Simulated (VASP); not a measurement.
# KF (zincblende type) (F-43m) in VASP: further runs

KF (zincblende type) is run at these levels: PBE; tasks: electric field gradients, single point.

Everything below comes from runs of VASP 6.6.1. Logs are shortened: lines on timing, memory, paths and dates and some standing lists are left out, and cuts for length are marked.

## (1) The cell of the first run

Symmetry: F-43m, No. 216, cubic system. The conventional cell has a = 5.950 Å, b = 5.950 Å, c = 5.950 Å, α = 90.00°, β = 90.00°, γ = 90.00°. Within 3.4 Å of K (site symmetry -43m) lie 4 F at 2.58 Å. Within 3.4 Å of F (site symmetry -43m) lie 4 K at 2.58 Å.

## (2) Electric field gradients, PBE

Contents of INCAR:

```
SYSTEM = KF
PREC     = Accurate       ! precision mode
ENCUT    = 520            ! plane-wave cutoff, eV
EDIFF    = 1E-8           ! SCF threshold, eV
ISMEAR   = -1             ! smearing method
SIGMA    = 0.05           ! smearing width, eV
LREAL    = .FALSE.        ! projectors in reciprocal space
LASPH    = .TRUE.         ! aspherical terms in the spheres
NELM     = 120            ! most SCF steps
ALGO     = Normal         ! electronic algorithm
ISIF     = 2              ! what is computed and relaxed
LWAVE    = .FALSE.        ! write WAVECAR
LCHARG   = .FALSE.        ! write CHGCAR
GGA      = PE             ! functional
LEFG     = .TRUE.       
NBANDS   = 15             ! bands
GGA_COMPAT= .FALSE.
```

Contents of KPOINTS:

```
Automatic mesh
0
G
  11 11 11
  0 0 0
```

Contents of POSCAR:

```
KF
1.0
    0.0000000000      2.9748020074      2.9748020074
    2.9748020074      0.0000000000      2.9748020074
    2.9748020074      2.9748020074      0.0000000000
K F
1 1
Direct
    0.0000000000      0.0000000000      0.0000000000
    0.2500000000      0.2500000000      0.2500000000
```

Potentials or basis: VASP PAW PBE potentials, release 64 (K_sv, F).

Run with:

```sh
> cat potpaw_PBE.64/K_sv/POTCAR potpaw_PBE.64/F/POTCAR > POTCAR
> mpirun -np 1 vasp_std > vasp.out
```

OUTCAR:

```text
SYSTEM = KF
   PREC = Accurate
   ENCUT = 520
   EDIFF = 1E-8
   ISMEAR = -1
   LREAL = .FALSE.
   LASPH = .TRUE.
   NELM = 120
   ISIF = 2
   GGA = PE

 ion  position               nearest neighbor table
   1  0.000  0.000  0.000-   2 2.58   2 2.58   2 2.58   2 2.58
   2  0.250  0.250  0.250-   1 2.58   1 2.58   1 2.58   1 2.58

  LATTYP: Found a face centered cubic cell.
 ALAT       =     5.9496040148

  Lattice vectors:

 A1 = (   0.0000000000,   2.9748020074,   2.9748020074)
 A2 = (   2.9748020074,   0.0000000000,   2.9748020074)
 A3 = (   2.9748020074,   2.9748020074,   0.0000000000)

Analysis of symmetry for initial positions (statically):
=====================================================================
 Subroutine PRICEL returns:
 Original cell was already a primitive cell.

 Routine SETGRP: Setting up the symmetry group for a
 face centered cubic supercell.

 Subroutine GETGRP returns: Found 24 space group operations
 (whereof 24 operations were pure point group operations)
 out of a pool of 48 trial point group operations.

The static configuration has the point symmetry T_d .

Analysis of symmetry for dynamics (positions and initial velocities):
=====================================================================
 Subroutine PRICEL returns:
 Original cell was already a primitive cell.

 Routine SETGRP: Setting up the symmetry group for a
 face centered cubic supercell.

 Subroutine GETGRP returns: Found 24 space group operations
 (whereof 24 operations were pure point group operations)
 out of a pool of 48 trial point group operations.

The dynamic configuration has the point symmetry T_d .

 Subroutine INISYM returns: Found 24 space group operations
 (whereof 24 operations are pure point group operations),
 and found     1 'primitive' translations

----------------------------------------------------------------------------------------

                                     Primitive cell

  volume of cell :      52.6507

  direct lattice vectors                    reciprocal lattice vectors
     0.000000000  2.974802007  2.974802007    -0.168078413  0.168078413  0.168078413
     2.974802007  0.000000000  2.974802007     0.168078413 -0.168078413  0.168078413
     2.974802007  2.974802007  0.000000000     0.168078413  0.168078413 -0.168078413

  length of vectors
     4.207005344  4.207005344  4.207005344     0.291120351  0.291120351  0.291120351

  position of ions in fractional coordinates (direct lattice)
     0.000000000  0.000000000  0.000000000
     0.250000000  0.250000000  0.250000000

  ion indices of the primitive-cell ions
   primitive index   ion index
                 1           1
                 2           2

----------------------------------------------------------------------------------------

 KPOINTS: Automatic mesh

Automatic generation of k-mesh.
 Grid dimensions read from file:
 generate k-points for:   11   11   11

 Generating k-lattice:

  Cartesian coordinates                     Fractional coordinates (reciprocal lattice)
    -0.015279856  0.015279856  0.015279856     0.090909091  0.000000000  0.000000000
     0.015279856 -0.015279856  0.015279856     0.000000000  0.090909091  0.000000000
     0.015279856  0.015279856 -0.015279856     0.000000000  0.000000000  0.090909091

  Length of vectors
     0.026465486  0.026465486  0.026465486

  Shift w.r.t. Gamma in fractional coordinates (k-lattice)
     0.000000000  0.000000000  0.000000000

 Subroutine IBZKPT returns following result:
 ===========================================

 Found     56 irreducible k-points:

 Following reciprocal coordinates:
            Coordinates               Weight
  0.000000  0.000000  0.000000      1.000000
  0.090909  0.000000  0.000000      8.000000
  0.181818  0.000000  0.000000      8.000000
  0.272727  0.000000  0.000000      8.000000
  0.363636  0.000000  0.000000      8.000000
  0.454545  0.000000  0.000000      8.000000
[... 16 lines left out ...]
 -0.272727  0.181818  0.000000     24.000000
 -0.181818  0.181818  0.000000     12.000000
 [... further k-points ...]
   k-points           NKPTS =     56   k-points in BZ     NKDIM =     56   number of bands    NBANDS=     15
   number of dos      NEDOS =    301   number of ions     NIONS =      2
   total plane-waves  NPLWV =  32768
   dimension x,y,z NGX =    32 NGY =   32 NGZ =   32
   dimension x,y,z NGXF=    64 NGYF=   64 NGZF=   64
   ions per type =               1   1
   NGX,Y,Z   is equivalent  to a cutoff of  12.65, 12.65, 12.65 a.u.
   NGXF,Y,Z  is equivalent  to a cutoff of  25.29, 25.29, 25.29 a.u.
 SYSTEM =  KF
   PREC   = accura    normal or accurate (medium, high low for compatibility)
   ISTART =      0    job   : 0-new  1-cont  2-samecut
   ICHARG =      2    charge: 1-file 2-atom 10-const
   ISPIN  =      1    spin polarized calculation?
   LNONCOLLINEAR =      F non collinear calculations
   LSORBIT =      F    spin-orbit coupling
   LASPH  =      T    aspherical Exc in radial PAW
   ENCUT  =  520.0 eV  38.22 Ry    6.18 a.u.   7.82  7.82  7.82*2*pi/ulx,y,z
   NELM   =    120;   NELMIN=  2; NELMDL= -5     # of ELM steps
   EDIFF  = 0.1E-07   stopping-criterion for ELM
   LREAL  =      F    real-space projection
   EDIFFG = 0.1E-06   stopping-criterion for IOM
   NSW    =      0    number of steps for IOM
   IBRION =     -1    ionic relax: 0-MD 1-quasi-New 2-CG
   NFREE  =      0    steps in history (QN), initial steepest desc. (CG)
   ISIF   =      2    stress and relaxation
   ISYM   =      2    0-nonsym 1-usesym 2-fastsym
   POTIM  = 0.5000    time-step for ionic-motion
   TEBEG  =    0.0;   TEEND  =   0.0 temperature during run
   PSTRESS=    0.0 pullay stress
   NELECT =      16.0000    total number of electrons
   NUPDOWN=      -1.0000    fix difference up-down
   EMIN   =  10.00;   EMAX   =-10.00  energy-range for DOS
   EFERMI =   0.00;   METHOD = LEGACY
   ISMEAR =    -1;   SIGMA  =   0.05  broadening in eV -4-tet -1-fermi 0-gaus
   EFERMI_NEDOS =   21; number of points for ismear=-14 and -15
   IALGO  =     38    algorithm
   IMIX   =      4    mixing-type and parameters
     AMIX     =   0.40;   BMIX     =  1.00
     AMIX_MAG =   1.60;   BMIX_MAG =  1.00
  volume/ion in A,a.u.               =      26.33       177.65
  Fermi-wavevector in a.u.,A,eV,Ry     =   1.100644  2.079915 16.482324  1.211417
  Thomas-Fermi vector in A             =   2.237058
   LORBIT       =      0    0 simple, 1 ext, 2 COOP (PROOUT), +10 PAW based schemes
   GGA     = PE    functional components
   LHFCALC =     F    Hartree Fock is set to
   AEXX    =    0.0000 exact exchange contribution
   IVDW    =     0    specifies the selected vdW correction
   LEPSILON=     F    determine dielectric tensor
   LRPA    =     F    only Hartree local field effects (RPA)
 non-spin polarized calculation
  energy-cutoff  :      520.00
  volume of cell :       52.65
 maximum number of plane-waves:      1431
   NGX = 15   NGY = 15   NGZ = 15

 number of electron      16.0000006 magnetization

 Free energy of the ion-electron system (eV)
  ---------------------------------------------------
  ext. energy  EPLUGINS =         0.00000000
  ---------------------------------------------------
  free energy    TOTEN  =        -8.12930166 eV

  energy without entropy =       -8.12930166  energy(sigma->0) =       -8.12930166

 E-fermi :  -2.4826     XC(G=0):  -6.8674

 val. band max:       -3.7286438657   @ k =  -0.3636   0.4545   0.1818
 cond. band min:       1.3270268816   @ k =   0.0000   0.0000   0.0000
 fundamental gap:      5.0556707473
 Fermi energy:        -2.4826285290

 k-point     1 :       0.0000    0.0000    0.0000
  band No.  band energies     occupation
      1     -30.0328      2.00000
      2     -22.2280      2.00000
      3     -13.4474      2.00000
      4     -13.4474      2.00000
      5     -13.4474      2.00000
      6      -3.9034      2.00000
      7      -3.9034      2.00000
      8      -3.9034      2.00000
      9       1.3270      0.00000
     10       7.8781      0.00000
     11       7.8781      0.00000
     12       7.9786      0.00000
     13       7.9786      0.00000
     14       7.9786      0.00000
     15      12.8125      0.00000

 k-point     2 :       0.0909    0.0000    0.0000
  band No.  band energies     occupation
      1     -30.0301      2.00000
      2     -22.2336      2.00000
      3     -13.4551      2.00000
      4     -13.4508      2.00000
      5     -13.4508      2.00000
      6      -3.9203      2.00000
      7      -3.8967      2.00000
      8      -3.8967      2.00000
      9       1.4903      0.00000
     10       7.6562      0.00000
     11       7.6562      0.00000
     12       7.8319      0.00000
     13       8.1919      0.00000
     14       8.1919      0.00000
     15      12.0900      0.00000

 k-point     3 :       0.1818    0.0000    0.0000
  band No.  band energies     occupation
      1     -30.0230      2.00000
      2     -22.2475      2.00000
      3     -13.4759      2.00000
      4     -13.4597      2.00000
      5     -13.4597      2.00000
      6      -3.9550      2.00000
      7      -3.8791      2.00000
      8      -3.8791      2.00000
      9       1.9418      0.00000
     10       7.4111      0.00000
     11       7.4111      0.00000
     12       7.4342      0.00000
     13       8.4360      0.00000
     14       8.4360      0.00000
     15      11.1093      0.00000
[... 343 lines left out ...]
 k-point    23 :      -0.2727    0.1818    0.0000
  band No.  band energies     occupation
      1     -30.0026      2.00000
      2     -22.2877      2.00000
      3     -13.5726      2.00000
      4     -13.4823      2.00000
      5     -13.4524      2.00000
      6      -3.9732      2.00000
      7      -3.8463      2.00000
      8      -3.8310      2.00000
      9       3.4007      0.00000
     10       6.0969      0.00000
     11       6.9971      0.00000
     12       7.1311      0.00000
     13       8.8132      0.00000
     14       9.2518      0.00000
     15      10.3629      0.00000

 k-point    24 :      -0.1818    0.1818    0.0000
  band No.  band energies     occupation
      1     -30.0105      2.00000
      2     -22.2720      2.00000
      3     -13.5365      2.00000
      4     -13.4691      2.00000
      5     -13.4579      2.00000
      6      -3.9835      2.00000
      7      -3.8543      2.00000
      8      -3.8471      2.00000
      9       2.7856      0.00000
     10       6.5613      0.00000
     11       7.0083      0.00000
     12       7.4398      0.00000
     13       8.6533      0.00000
     14       8.9101      0.00000
     15      10.7108      0.00000

 [... further k-points ...]

------------------------ aborting loop because EDIFF is reached ----------------------------------------

  FORCE on cell =-STRESS in cart. coord.  units (eV):
  Direction    XX          YY          ZZ          XY          YZ          ZX
  --------------------------------------------------------------------------------------
  -------------------------------------------------------------------------------------
  Total        0.0117655      0.0117655      0.0117655      0.0000000      0.0000000      0.0000000
  in kB        0.3580270      0.3580270      0.3580270      0.0000000      0.0000000      0.0000000
  external PRESSURE =       0.3580270 kB  Pullay stress =       0.0000000 kB

 VOLUME and BASIS-vectors are now :
 -----------------------------------------------------------------------------
  energy-cutoff  :      520.00
  volume of cell :       52.65
      direct lattice vectors                 reciprocal lattice vectors
     0.000000000  2.974802007  2.974802007    -0.168078413  0.168078413  0.168078413
     2.974802007  0.000000000  2.974802007     0.168078413 -0.168078413  0.168078413
     2.974802007  2.974802007  0.000000000     0.168078413  0.168078413 -0.168078413

 POSITION                                       TOTAL-FORCE (eV/Angst)
 -----------------------------------------------------------------------------------
      0.00000      0.00000      0.00000        -0.000000     -0.000000     -0.000000
      1.48740      1.48740      1.48740         0.000000      0.000000      0.000000
 -----------------------------------------------------------------------------------
    total drift:                               -0.000000     -0.000000     -0.000000

  FREE ENERGIE OF THE ION-ELECTRON SYSTEM (eV)
  ---------------------------------------------------
  free  energy   TOTEN  =        -8.1293016593 eV

  energy  without entropy=       -8.1293016593  energy(sigma->0) =       -8.12930166

 Electric field gradients (V/A^2)
---------------------------------------------------------------------
 ion       V_xx      V_yy      V_zz      V_xy      V_xz      V_yz
---------------------------------------------------------------------
   1      -0.000    -0.000    -0.000     0.000     0.000     0.000
   2      -0.000    -0.000     0.000     0.003     0.003     0.003
---------------------------------------------------------------------

 Electric field gradients after diagonalization (V/A^2)
 (convention: |V_zz| > |V_xx| > |V_yy|)
----------------------------------------------------------------------
 ion       V_xx      V_yy      V_zz     asymmetry (V_yy - V_xx)/ V_zz
----------------------------------------------------------------------
   1      -0.000    -0.000     0.001       0.000
   2      -0.003    -0.003     0.005       0.000
----------------------------------------------------------------------

           NMR quadrupolar parameters

 Cq : quadrupolar parameter    Cq=e*Q*V_zz/h
 eta: asymmetry parameters     (V_yy - V_xx)/ V_zz
 Q  : nuclear electric quadrupole moment in mb (millibarn)
----------------------------------------------------------------------
 ion       Cq(MHz)       eta       Q (mb)
----------------------------------------------------------------------
   1       0.000       0.000       1.000
   2       0.000       0.000       1.000
----------------------------------------------------------------------
```

Wall time 39 s (1 thread of Intel Xeon Platinum 8488C (Sapphire Rapids), shared host); peak memory 0.19 GiB.

Results:

- Free energy: -8.1293 eV
- Pressure: 0.0 GPa
- Band gap on the k mesh: 5.06 eV (least direct gap 5.23 eV)
- Largest electric field gradient by atom: zero within the noise of the run

Levels at points of the mesh, in eV from the valence-band top:
```
           k point  band 4  band 5  band 6  band 7  band 8  band 9  band 10  band 11  band 12  band 13
(0.00, 0.00, 0.00)   -9.72   -9.72   -0.17   -0.17   -0.17    5.06    11.61    11.61    11.71    11.71
```

Caveat: an odd mesh through Γ misses points on the zone boundary, where band edges can lie.

[end of part 1 of 2]
